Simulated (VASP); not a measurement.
# Be (C2/m) in VASP: single point with PBEsol

Aim: the single point of Be with PBEsol.

Program: VASP 6.6.1. These are calculated values, not measurements. Logs are shortened: lines on timing, memory, paths and dates and some standing lists are left out, and cuts for length are marked.

## (1) The cell of the first run

Symmetry: C2/m, No. 12, monoclinic system. The conventional cell has a = 5.344 Å, b = 3.089 Å, c = 7.764 Å, α = 90.00°, β = 103.42°, γ = 90.00°. Within 4.1 Å of Be (site symmetry 2/m) lie 12 Be at 3.08 to 3.09 Å. Within 4.1 Å of Be (site symmetry m) lie 12 Be at 3.08 to 3.09 Å.

## (2) Single point, PBEsol (Sr replaced by Be, lengths x 0.695, strained)

Input file INCAR:

```
ALGO = Normal
EDIFF = 1E-7
ENCUT = 520
GGA = PS
ISIF = 2
ISMEAR = 0
LASPH = T
LCHARG = F
LREAL = F
LWAVE = F
NBANDS = 10
NELM = 80
PREC = Accurate
SIGMA = 0.1
```

Input file KPOINTS:

```
k-points
0
Gamma
  6 6 4
```

Input file POSCAR:

```
Be
1.0
    2.6720682080     -1.5442785158      0.0000000000
    2.6720682080      1.5442785158      0.0000000000
   -1.8021515258      0.0000000000      7.5515072484
Be
3
Direct
    0.0000000000      0.0000000000      0.5000000000
    0.2223443500      0.2223443500      0.1666707800
    0.7776556500      0.7776556500      0.8333292200
```

Potentials or basis: VASP PAW PBE potentials, release 64 (Be).

The run is started by

```console
cat potpaw_PBE.64/Be/POTCAR > POTCAR
mpirun -np 1 vasp_std > vasp.out
```

OUTCAR:

```text
EDIFF = 1E-7
   ENCUT = 520
   GGA = PS
   ISIF = 2
   ISMEAR = 0
   LASPH = T
   LREAL = F
   NELM = 80
   PREC = Accurate

 ion  position               nearest neighbor table
   1  0.000  0.000  0.500-
   2  0.222  0.222  0.167-
   3  0.778  0.778  0.833-

  LATTYP: Found a base centered monoclinic cell.
 ALAT       =     5.3441364160
 B/A-ratio  =     0.5779337934
 C/A-ratio  =     1.4527266756
 COS(beta)  =    -0.2321292440

  Lattice vectors:

 A1 = (   2.6720682080,  -1.5442785158,   0.0000000000)
 A2 = (   2.6720682080,   1.5442785158,   0.0000000000)
 A3 = (  -1.8021515258,   0.0000000000,   7.5515072484)

Analysis of symmetry for initial positions (statically):
=====================================================================
 Subroutine PRICEL returns:
 Original cell was already a primitive cell.

 Routine SETGRP: Setting up the symmetry group for a
 base centered monoclinic supercell.

 Subroutine GETGRP returns: Found  4 space group operations
 (whereof  4 operations were pure point group operations)
 out of a pool of  4 trial point group operations.

The static configuration has the point symmetry C_2h.

Analysis of symmetry for dynamics (positions and initial velocities):
=====================================================================
 Subroutine PRICEL returns:
 Original cell was already a primitive cell.

 Routine SETGRP: Setting up the symmetry group for a
 base centered monoclinic supercell.

 Subroutine GETGRP returns: Found  4 space group operations
 (whereof  4 operations were pure point group operations)
 out of a pool of  4 trial point group operations.

The dynamic configuration has the point symmetry C_2h.

 Subroutine INISYM returns: Found  4 space group operations
 (whereof  4 operations are pure point group operations),
 and found     1 'primitive' translations

----------------------------------------------------------------------------------------

                                     Primitive cell

  volume of cell :      62.3213

  direct lattice vectors                    reciprocal lattice vectors
     2.672068208 -1.544278516  0.000000000     0.187120972 -0.323775792  0.044656031
     2.672068208  1.544278516  0.000000000     0.187120972  0.323775792  0.044656031
    -1.802151526  0.000000000  7.551507248     0.000000000  0.000000000  0.132423895

  length of vectors
     3.086218502  3.086218502  7.763569530     0.376615431  0.376615431  0.132423895

  position of ions in fractional coordinates (direct lattice)
     0.000000000  0.000000000  0.500000000
     0.222344350  0.222344350  0.166670780
     0.777655650  0.777655650  0.833329220

  ion indices of the primitive-cell ions
   primitive index   ion index
                 1           1
                 2           2
                 3           3

----------------------------------------------------------------------------------------

 KPOINTS: k-points

Automatic generation of k-mesh.
 Grid dimensions read from file:
 generate k-points for:    6    6    4

 Generating k-lattice:

  Cartesian coordinates                     Fractional coordinates (reciprocal lattice)
     0.031186829 -0.053962632  0.007442672     0.166666667 -0.000000000  0.000000000
     0.031186829  0.053962632  0.007442672    -0.000000000  0.166666667  0.000000000
     0.000000000  0.000000000  0.033105974     0.000000000  0.000000000  0.250000000

  Length of vectors
     0.062769239  0.062769239  0.033105974

  Shift w.r.t. Gamma in fractional coordinates (k-lattice)
     0.000000000  0.000000000  0.000000000

 Subroutine IBZKPT returns following result:
 ===========================================

 Found     47 irreducible k-points:

 Following reciprocal coordinates:
            Coordinates               Weight
  0.000000  0.000000  0.000000      1.000000
  0.166667  0.000000  0.000000      4.000000
  0.333333 -0.000000  0.000000      4.000000
  0.500000 -0.000000  0.000000      2.000000
  0.166667  0.166667  0.000000      2.000000
  0.333333  0.166667  0.000000      4.000000
[... 16 lines left out ...]
 -0.333333  0.166667  0.250000      4.000000
 -0.166667  0.166667  0.250000      4.000000
 [... further k-points ...]
   k-points           NKPTS =     47   k-points in BZ     NKDIM =     47   number of bands    NBANDS=     10
   number of dos      NEDOS =    301   number of ions     NIONS =      3
   total plane-waves  NPLWV =  34560
   dimension x,y,z NGX =    24 NGY =   24 NGZ =   60
   dimension x,y,z NGXF=    48 NGYF=   48 NGZF=  120
   ions per type =               3
   NGX,Y,Z   is equivalent  to a cutoff of  12.93, 12.93, 12.85 a.u.
   NGXF,Y,Z  is equivalent  to a cutoff of  25.86, 25.86, 25.70 a.u.
 SYSTEM =  unknown system
   PREC   = accura    normal or accurate (medium, high low for compatibility)
   ISTART =      0    job   : 0-new  1-cont  2-samecut
   ICHARG =      2    charge: 1-file 2-atom 10-const
   ISPIN  =      1    spin polarized calculation?
   LNONCOLLINEAR =      F non collinear calculations
   LSORBIT =      F    spin-orbit coupling
   LASPH  =      T    aspherical Exc in radial PAW
   ENCUT  =  520.0 eV  38.22 Ry    6.18 a.u.   5.74  5.74 14.44*2*pi/ulx,y,z
   NELM   =     80;   NELMIN=  2; NELMDL= -5     # of ELM steps
   EDIFF  = 0.1E-06   stopping-criterion for ELM
   LREAL  =      F    real-space projection
   EDIFFG = 0.1E-05   stopping-criterion for IOM
   NSW    =      0    number of steps for IOM
   IBRION =     -1    ionic relax: 0-MD 1-quasi-New 2-CG
   NFREE  =      0    steps in history (QN), initial steepest desc. (CG)
   ISIF   =      2    stress and relaxation
   ISYM   =      2    0-nonsym 1-usesym 2-fastsym
   POTIM  = 0.5000    time-step for ionic-motion
   TEBEG  =    0.0;   TEEND  =   0.0 temperature during run
   PSTRESS=    0.0 pullay stress
   NELECT =       6.0000    total number of electrons
   NUPDOWN=      -1.0000    fix difference up-down
   EMIN   =  10.00;   EMAX   =-10.00  energy-range for DOS
   EFERMI =   0.00;   METHOD = LEGACY
   ISMEAR =     0;   SIGMA  =   0.10  broadening in eV -4-tet -1-fermi 0-gaus
   EFERMI_NEDOS =   21; number of points for ismear=-14 and -15
   IALGO  =     38    algorithm
   IMIX   =      4    mixing-type and parameters
     AMIX     =   0.40;   BMIX     =  1.00
     AMIX_MAG =   1.60;   BMIX_MAG =  1.00
  volume/ion in A,a.u.               =      20.77       140.19
  Fermi-wavevector in a.u.,A,eV,Ry     =   0.750320  1.417899  7.659802  0.562980
  Thomas-Fermi vector in A             =   1.847043
   LORBIT       =      0    0 simple, 1 ext, 2 COOP (PROOUT), +10 PAW based schemes
   GGA     = PS    functional components
   LHFCALC =     F    Hartree Fock is set to
   AEXX    =    0.0000 exact exchange contribution
   IVDW    =     0    specifies the selected vdW correction
   LEPSILON=     F    determine dielectric tensor
   LRPA    =     F    only Hartree local field effects (RPA)
 non-spin polarized calculation
 Gauss-broadening in eV      SIGMA  =   0.10
  energy-cutoff  :      520.00
  volume of cell :       62.32
 maximum number of plane-waves:      1697
   NGX = 11   NGY = 11   NGZ = 29

 number of electron       6.0000000 magnetization

 Free energy of the ion-electron system (eV)
  ---------------------------------------------------
  ext. energy  EPLUGINS =         0.00000000
  ---------------------------------------------------
  free energy    TOTEN  =        -6.39765304 eV

  energy without entropy =       -6.38359191  energy(sigma->0) =       -6.39062248

 E-fermi :   0.9504     XC(G=0):  -7.8375

 val. band max:        0.9455628273   @ k =   0.5000   0.1667   0.5000
 cond. band min:       0.9638611669   @ k =   0.5000   0.3333   0.0000
 fundamental gap:      0.0182983396
 Fermi energy:         0.9504067308

 k-point     1 :       0.0000    0.0000    0.0000
  band No.  band energies     occupation
      1      -5.5025      2.00000
      2      -3.2355      2.00000
      3      -3.2327      2.00000
      4       3.4492      0.00000
      5       3.4492      0.00000
      6       9.0710      0.00000
      7       9.0759      0.00000
      8       9.0963      0.00000
      9       9.1219      0.00000
     10      10.0121      0.00000

 k-point     2 :       0.1667    0.0000    0.0000
  band No.  band energies     occupation
      1      -4.9912      2.00000
      2      -2.9815      2.00000
      3      -2.4747      2.00000
      4       3.4056      0.00000
      5       4.3319      0.00000
      6       6.5653      0.00000
      7       7.3336      0.00000
      8       8.0028      0.00000
      9       8.3110      0.00000
     10       8.8707      0.00000

 k-point     3 :       0.3333   -0.0000    0.0000
  band No.  band energies     occupation
      1      -3.4635      2.00000
      2      -1.7397      2.00000
      3      -0.7355      2.00000
      4       2.5422      0.00000
      5       3.5775      0.00000
      6       4.6284      0.00000
      7       5.2516      0.00000
      8       6.3778      0.00000
      9       6.8681      0.00000
     10       7.0702      0.00000

 k-point     4 :       0.5000   -0.0000    0.0000
  band No.  band energies     occupation
      1      -1.0161      2.00000
      2      -0.9136      2.00000
      3      -0.0282      2.00000
      4       1.1727      0.00167
      5       1.7849      0.00000
      6       2.4005      0.00000
      7       5.7439      0.00000
      8       6.5159      0.00000
      9       6.5195      0.00000
     10       6.5493      0.00000

 k-point     5 :       0.1667    0.1667    0.0000
  band No.  band energies     occupation
      1      -4.9689      2.00000
      2      -3.2119      2.00000
      3      -2.2024      2.00000
      4       2.9602      0.00000
      5       4.7944      0.00000
      6       6.7920      0.00000
      7       7.0145      0.00000
      8       7.8048      0.00000
      9       8.6313      0.00000
     10       9.0652      0.00000

 k-point     6 :       0.3333    0.1667    0.0000
  band No.  band energies     occupation
      1      -3.9268      2.00000
      2      -2.4357      2.00000
      3      -0.9333      2.00000
      4       3.3383      0.00000
      5       4.7593      0.00000
      6       5.1591      0.00000
      7       5.2731      0.00000
      8       6.0032      0.00000
      9       6.3502      0.00000
     10       7.4444      0.00000
[... 183 lines left out ...]
 k-point    21 :       0.3333    0.1667    0.2500
  band No.  band energies     occupation
      1      -3.5959      2.00000
      2      -3.2290      2.00000
      3       0.4713      2.00000
      4       1.5853      0.00000
      5       4.6736      0.00000
      6       4.9596      0.00000
      7       5.8357      0.00000
      8       6.3221      0.00000
      9       6.9942      0.00000
     10       7.5895      0.00000

 k-point    22 :       0.5000    0.1667    0.2500
  band No.  band energies     occupation
      1      -1.5021      2.00000
      2      -1.3950      2.00000
      3       0.9258      1.27205
      4       2.3975      0.00000
      5       2.9329      0.00000
      6       3.0170      0.00000
      7       3.9248      0.00000
      8       4.1382      0.00000
      9       5.1732      0.00000
     10       6.6422      0.00000

 k-point    23 :      -0.3333    0.1667    0.2500
  band No.  band energies     occupation
      1      -1.9150      2.00000
      2      -0.5976      2.00000
      3       0.7897      1.97695
      4       1.6737      0.00000
      5       1.8662      0.00000
      6       3.8164      0.00000
      7       4.6706      0.00000
      8       5.3130      0.00000
      9       5.5254      0.00000
     10       6.0973      0.00000

 k-point    24 :      -0.1667    0.1667    0.2500
  band No.  band energies     occupation
      1      -3.8522      2.00000
      2      -2.7268      2.00000
      3      -0.5009      2.00000
      4       2.7478      0.00000
      5       4.7151      0.00000
      6       5.0913      0.00000
      7       5.4302      0.00000
      8       6.3470      0.00000
      9       6.6124      0.00000
     10       7.3097      0.00000

 [... further k-points ...]
[... 5 lines left out ...]
  --------------------------------------------------------------------------------------
  -------------------------------------------------------------------------------------
  Total       -8.3814448     -8.1095483     -8.4550070      0.0000000      0.0000000      0.0916328
  in kB     -215.4729023   -208.4828984   -217.3640644      0.0000000      0.0000000      2.3557265
  external PRESSURE =    -213.7732884 kB  Pullay stress =       0.0000000 kB

 VOLUME and BASIS-vectors are now :
 -----------------------------------------------------------------------------
  energy-cutoff  :      520.00
  volume of cell :       62.32
      direct lattice vectors                 reciprocal lattice vectors
     2.672068208 -1.544278516  0.000000000     0.187120972 -0.323775792  0.044656031
     2.672068208  1.544278516  0.000000000     0.187120972  0.323775792  0.044656031
    -1.802151526  0.000000000  7.551507248     0.000000000  0.000000000  0.132423895

 POSITION                                       TOTAL-FORCE (eV/Angst)
 -----------------------------------------------------------------------------------
     -0.90108      0.00000      3.77575         0.000000      0.000000      0.000000
      0.88787      0.00000      1.25862        -0.000074      0.000000     -0.046057
      2.65411      0.00000      6.29289         0.000074      0.000000      0.046057
 -----------------------------------------------------------------------------------
    total drift:                               -0.000000     -0.000000     -0.000000

  FREE ENERGIE OF THE ION-ELECTRON SYSTEM (eV)
  ---------------------------------------------------
  free  energy   TOTEN  =        -6.3976530403 eV

  energy  without entropy=       -6.3835919109  energy(sigma->0) =       -6.39062248
```

It took 42 s on 1 thread of AMD EPYC 7R13, shared host; peak memory 0.14 GiB.

What came out:

| Quantity | Value |
| --- | --- |
| Free energy | -6.3977 eV |
| Pressure | -21.4 GPa |
| Largest force | 0.046 eV/Å |
| Band gap on the k mesh | zero (band 3 reaches 1.20 eV, above the bottom of band 4 at -0.03 eV) |

Forces on the atoms (eV/Å):
```
Be   0.000  0.000  0.000
Be   0.000  0.000 -0.046
Be   0.000  0.000  0.046
```

Caveat: the k points lie up to 0.39 Å⁻¹ apart; the cell differs from its parent crystal (Sr replaced by Be, lengths x 0.695, strained); the PAW data sets were made with another functional, which shifts forces and pressure a little.
